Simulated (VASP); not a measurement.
# BAs (CsCl type) (Pm-3m) in VASP: notebook

The runs below take BAs (CsCl type) through single point, with PBE.

Everything below comes from runs of VASP 6.6.1. Logs are shortened: lines on timing, memory, paths and dates and some standing lists are left out, and cuts for length are marked.

**1. The cell of the first run**

Symmetry: Pm-3m, No. 221, cubic system. The conventional cell has a = 2.407 Å, b = 2.407 Å, c = 2.407 Å, α = 90.00°, β = 90.00°, γ = 90.00°. Within 2.8 Å of B (site symmetry m-3m) lie 8 As at 2.08 Å and 6 B at 2.41 Å. Within 2.8 Å of As (site symmetry m-3m) lie 8 B at 2.08 Å and 6 As at 2.41 Å.

**2. Single point, PBE (volume scaled by 0.55)**

Contents of INCAR:

```
PREC     = Accurate       # precision mode
ENCUT    = 520            # plane-wave cutoff, eV
EDIFF    = 1E-6           # SCF threshold, eV
ISMEAR   = -1             # smearing method
SIGMA    = 0.05           # smearing width, eV
LREAL    = F              # projectors in reciprocal space
LASPH    = T              # aspherical terms in the spheres
NELM     = 80             # most SCF steps
ALGO     = Normal         # electronic algorithm
ISIF     = 2              # what is computed and relaxed
LWAVE    = F              # write WAVECAR
LCHARG   = F              # write CHGCAR
GGA      = PE             # functional
NBANDS   = 11             # bands
```

Contents of KPOINTS:

```
regular mesh
0
Gamma
  15 15 15
```

Contents of POSCAR:

```
BAs
1.0
    2.4073191794      0.0000000000      0.0000000000
    0.0000000000      2.4073191794      0.0000000000
    0.0000000000      0.0000000000      2.4073191794
B As
1 1
Direct
    0.0000000000      0.0000000000      0.0000000000
    0.5000000000      0.5000000000      0.5000000000
```

Potentials or basis: VASP PAW PBE potentials, release 64 (B, As).

Command:

```sh
$ cat potpaw_PBE.64/B/POTCAR potpaw_PBE.64/As/POTCAR > POTCAR
$ mpirun -np 1 vasp_std > vasp.out
```

OUTCAR:

```text
PREC = Accurate
   ENCUT = 520
   EDIFF = 1E-6
   ISMEAR = -1
   LREAL = F
   LASPH = T
   NELM = 80
   ISIF = 2
   GGA = PE

 ion  position               nearest neighbor table
   1  0.000  0.000  0.000-   2 2.08   2 2.08   2 2.08   2 2.08   2 2.08   2 2.08   2 2.08   2 2.08

   2  0.500  0.500  0.500-   1 2.08   1 2.08   1 2.08   1 2.08   1 2.08   1 2.08   1 2.08   1 2.08

  LATTYP: Found a simple cubic cell.
 ALAT       =     2.4073191794

  Lattice vectors:

 A1 = (   2.4073191794,   0.0000000000,   0.0000000000)
 A2 = (   0.0000000000,   2.4073191794,   0.0000000000)
 A3 = (   0.0000000000,   0.0000000000,   2.4073191794)

Analysis of symmetry for initial positions (statically):
=====================================================================
 Subroutine PRICEL returns:
 Original cell was already a primitive cell.

 Routine SETGRP: Setting up the symmetry group for a
 simple cubic supercell.

 Subroutine GETGRP returns: Found 48 space group operations
 (whereof 48 operations were pure point group operations)
 out of a pool of 48 trial point group operations.

The static configuration has the point symmetry O_h .

Analysis of symmetry for dynamics (positions and initial velocities):
=====================================================================
 Subroutine PRICEL returns:
 Original cell was already a primitive cell.

 Routine SETGRP: Setting up the symmetry group for a
 simple cubic supercell.

 Subroutine GETGRP returns: Found 48 space group operations
 (whereof 48 operations were pure point group operations)
 out of a pool of 48 trial point group operations.

The dynamic configuration has the point symmetry O_h .

 Subroutine INISYM returns: Found 48 space group operations
 (whereof 48 operations are pure point group operations),
 and found     1 'primitive' translations

----------------------------------------------------------------------------------------

                                     Primitive cell

  volume of cell :      13.9509

  direct lattice vectors                    reciprocal lattice vectors
     2.407319179  0.000000000  0.000000000     0.415399839  0.000000000  0.000000000
     0.000000000  2.407319179  0.000000000     0.000000000  0.415399839  0.000000000
     0.000000000  0.000000000  2.407319179     0.000000000  0.000000000  0.415399839

  length of vectors
     2.407319179  2.407319179  2.407319179     0.415399839  0.415399839  0.415399839

  position of ions in fractional coordinates (direct lattice)
     0.000000000  0.000000000  0.000000000
     0.500000000  0.500000000  0.500000000

  ion indices of the primitive-cell ions
   primitive index   ion index
                 1           1
                 2           2

----------------------------------------------------------------------------------------

 KPOINTS: regular mesh

Automatic generation of k-mesh.
 Grid dimensions read from file:
 generate k-points for:   15   15   15

 Generating k-lattice:

  Cartesian coordinates                     Fractional coordinates (reciprocal lattice)
     0.027693323  0.000000000  0.000000000     0.066666667  0.000000000  0.000000000
     0.000000000  0.027693323  0.000000000     0.000000000  0.066666667  0.000000000
     0.000000000  0.000000000  0.027693323     0.000000000  0.000000000  0.066666667

  Length of vectors
     0.027693323  0.027693323  0.027693323

  Shift w.r.t. Gamma in fractional coordinates (k-lattice)
     0.000000000  0.000000000  0.000000000

 Subroutine IBZKPT returns following result:
 ===========================================

 Found    120 irreducible k-points:

 Following reciprocal coordinates:
            Coordinates               Weight
  0.000000  0.000000  0.000000      1.000000
  0.066667  0.000000  0.000000      6.000000
  0.133333  0.000000  0.000000      6.000000
  0.200000  0.000000  0.000000      6.000000
  0.266667  0.000000  0.000000      6.000000
  0.333333  0.000000  0.000000      6.000000
[... 16 lines left out ...]
  0.266667  0.200000  0.000000     24.000000
  0.333333  0.200000  0.000000     24.000000
 [... further k-points ...]
   k-points           NKPTS =    120   k-points in BZ     NKDIM =    120   number of bands    NBANDS=     11
   number of dos      NEDOS =    301   number of ions     NIONS =      2
   total plane-waves  NPLWV =   5832
   dimension x,y,z NGX =    18 NGY =   18 NGZ =   18
   dimension x,y,z NGXF=    36 NGYF=   36 NGZF=   36
   ions per type =               1   1
   NGX,Y,Z   is equivalent  to a cutoff of  12.43, 12.43, 12.43 a.u.
   NGXF,Y,Z  is equivalent  to a cutoff of  24.86, 24.86, 24.86 a.u.
 SYSTEM =  unknown system
   PREC   = accura    normal or accurate (medium, high low for compatibility)
   ISTART =      0    job   : 0-new  1-cont  2-samecut
   ICHARG =      2    charge: 1-file 2-atom 10-const
   ISPIN  =      1    spin polarized calculation?
   LNONCOLLINEAR =      F non collinear calculations
   LSORBIT =      F    spin-orbit coupling
   LASPH  =      T    aspherical Exc in radial PAW
   ENCUT  =  520.0 eV  38.22 Ry    6.18 a.u.   4.48  4.48  4.48*2*pi/ulx,y,z
   NELM   =     80;   NELMIN=  2; NELMDL= -5     # of ELM steps
   EDIFF  = 0.1E-05   stopping-criterion for ELM
   LREAL  =      F    real-space projection
   EDIFFG = 0.1E-04   stopping-criterion for IOM
   NSW    =      0    number of steps for IOM
   IBRION =     -1    ionic relax: 0-MD 1-quasi-New 2-CG
   NFREE  =      0    steps in history (QN), initial steepest desc. (CG)
   ISIF   =      2    stress and relaxation
   ISYM   =      2    0-nonsym 1-usesym 2-fastsym
   POTIM  = 0.5000    time-step for ionic-motion
   TEBEG  =    0.0;   TEEND  =   0.0 temperature during run
   PSTRESS=    0.0 pullay stress
   NELECT =       8.0000    total number of electrons
   NUPDOWN=      -1.0000    fix difference up-down
   EMIN   =  10.00;   EMAX   =-10.00  energy-range for DOS
   EFERMI =   0.00;   METHOD = LEGACY
   ISMEAR =    -1;   SIGMA  =   0.05  broadening in eV -4-tet -1-fermi 0-gaus
   EFERMI_NEDOS =   21; number of points for ismear=-14 and -15
   IALGO  =     38    algorithm
   IMIX   =      4    mixing-type and parameters
     AMIX     =   0.40;   BMIX     =  1.00
     AMIX_MAG =   1.60;   BMIX_MAG =  1.00
  volume/ion in A,a.u.               =       6.98        47.07
  Fermi-wavevector in a.u.,A,eV,Ry     =   1.360101  2.570218 25.169073  1.849875
  Thomas-Fermi vector in A             =   2.486792
   LORBIT       =      0    0 simple, 1 ext, 2 COOP (PROOUT), +10 PAW based schemes
   GGA     = PE    functional components
   LHFCALC =     F    Hartree Fock is set to
   AEXX    =    0.0000 exact exchange contribution
   IVDW    =     0    specifies the selected vdW correction
   LEPSILON=     F    determine dielectric tensor
   LRPA    =     F    only Hartree local field effects (RPA)
 non-spin polarized calculation
  energy-cutoff  :      520.00
  volume of cell :       13.95
 maximum number of plane-waves:       389
 NGX is ok and might be reduce to    18
   NGX =  9   NGY =  9   NGZ =  9

 number of electron       8.0000001 magnetization

 Free energy of the ion-electron system (eV)
  ---------------------------------------------------
  ext. energy  EPLUGINS =         0.00000000
  ---------------------------------------------------
  free energy    TOTEN  =        -3.49344045 eV

  energy without entropy =       -3.48880347  energy(sigma->0) =       -3.49112196

 E-fermi :  15.9478     XC(G=0): -14.1617

 val. band max:       15.8588680479   @ k =   0.2667   0.0667   0.0000
 cond. band min:      15.9561785978   @ k =   0.4667   0.2000   0.2000
 fundamental gap:      0.0973105498
 Fermi energy:        15.9477729180

 k-point     1 :       0.0000    0.0000    0.0000
  band No.  band energies     occupation
      1      -7.3770      2.00000
      2      13.9030      2.00000
      3      13.9030      2.00000
      4      13.9030      2.00000
      5      20.7235      0.00000
      6      20.7235      0.00000
      7      22.9941      0.00000
      8      33.4808      0.00000
      9      33.4808      0.00000
     10      33.4808      0.00000
     11      41.1918      0.00000

 k-point     2 :       0.0667    0.0000    0.0000
  band No.  band energies     occupation
      1      -7.2692      2.00000
      2      12.8292      2.00000
      3      14.0210      2.00000
      4      14.0210      2.00000
      5      20.8245      0.00000
      6      21.6066      0.00000
      7      23.3249      0.00000
      8      32.9484      0.00000
      9      32.9484      0.00000
     10      33.2495      0.00000
     11      40.6466      0.00000

 k-point     3 :       0.1333    0.0000    0.0000
  band No.  band energies     occupation
      1      -6.9459      2.00000
      2      10.6468      2.00000
      3      14.3731      2.00000
      4      14.3731      2.00000
      5      21.1274      0.00000
      6      22.4637      0.00000
      7      24.9993      0.00000
      8      31.5243      0.00000
      9      31.5243      0.00000
     10      32.7319      0.00000
     11      38.4597      0.00000

 k-point     4 :       0.2000    0.0000    0.0000
  band No.  band energies     occupation
      1      -6.4076      2.00000
      2       8.2534      2.00000
      3      14.9534      2.00000
      4      14.9534      2.00000
      5      21.6333      0.00000
      6      22.8317      0.00000
      7      27.1909      0.00000
      8      29.6140      0.00000
      9      29.6140      0.00000
     10      32.5262      0.00000
     11      35.7851      0.00000
[... 239 lines left out ...]
 k-point    22 :       0.2000    0.2000    0.0000
  band No.  band energies     occupation
      1      -5.4349      2.00000
      2       8.4308      2.00000
      3      10.1977      2.00000
      4      15.9584      0.89432
      5      22.7279      0.00000
      6      23.3166      0.00000
      7      28.1061      0.00000
      8      28.7752      0.00000
      9      29.2908      0.00000
     10      32.8307      0.00000
     11      35.2694      0.00000

 k-point    23 :       0.2667    0.2000    0.0000
  band No.  band energies     occupation
      1      -4.6814      2.00000
      2       6.6789      2.00000
      3      10.3960      2.00000
      4      16.7144      0.00000
      5      21.0000      0.00000
      6      23.5162      0.00000
      7      27.6065      0.00000
      8      28.5095      0.00000
      9      30.2355      0.00000
     10      34.3449      0.00000
     11      34.8462      0.00000

 k-point    24 :       0.3333    0.2000    0.0000
  band No.  band energies     occupation
      1      -3.7212      2.00000
      2       4.5941      2.00000
      3      11.2829      2.00000
      4      17.6415      0.00000
      5      19.0074      0.00000
      6      24.1046      0.00000
      7      26.0817      0.00000
      8      28.2705      0.00000
      9      30.6221      0.00000
     10      35.1575      0.00000
     11      35.4825      0.00000

 [... further k-points ...]
[... 5 lines left out ...]
  --------------------------------------------------------------------------------------
  -------------------------------------------------------------------------------------
  Total       20.2839437     20.2839437     20.2839437     -0.0000000     -0.0000000      0.0000000
  in kB     2329.4959035   2329.4959035   2329.4959035     -0.0000000     -0.0000000      0.0000000
  external PRESSURE =    2329.4959035 kB  Pullay stress =       0.0000000 kB

 VOLUME and BASIS-vectors are now :
 -----------------------------------------------------------------------------
  energy-cutoff  :      520.00
  volume of cell :       13.95
      direct lattice vectors                 reciprocal lattice vectors
     2.407319179  0.000000000  0.000000000     0.415399839  0.000000000  0.000000000
     0.000000000  2.407319179  0.000000000     0.000000000  0.415399839  0.000000000
     0.000000000  0.000000000  2.407319179     0.000000000  0.000000000  0.415399839

 POSITION                                       TOTAL-FORCE (eV/Angst)
 -----------------------------------------------------------------------------------
      0.00000      0.00000      0.00000         0.000000      0.000000      0.000000
      1.20366      1.20366      1.20366         0.000000      0.000000      0.000000
 -----------------------------------------------------------------------------------
    total drift:                               -0.000000     -0.000000     -0.000000

  FREE ENERGIE OF THE ION-ELECTRON SYSTEM (eV)
  ---------------------------------------------------
  free  energy   TOTEN  =        -3.4934404548 eV

  energy  without entropy=       -3.4888034710  energy(sigma->0) =       -3.49112196
```

Wall time 18 s (1 thread of Intel Xeon 8259CL, shared host); peak memory 0.13 GiB.

Results:

- Free energy: -3.4934 eV
- Pressure: 232.9 GPa
- Band gap on the k mesh: zero (band 4 reaches 18.94 eV, above the bottom of band 5 at 11.46 eV)

Levels at points of the mesh, in eV from the Fermi level:
| k point | band 1 | band 2 | band 3 | band 4 | band 5 | band 6 | band 7 | band 8 |
| --- | --- | --- | --- | --- | --- | --- | --- | --- |
| (0.00, 0.00, 0.00) | -23.32 | -2.04 | -2.04 | -2.04 | 4.78 | 4.78 | 7.05 | 17.53 |

[end of part 1 of 2]
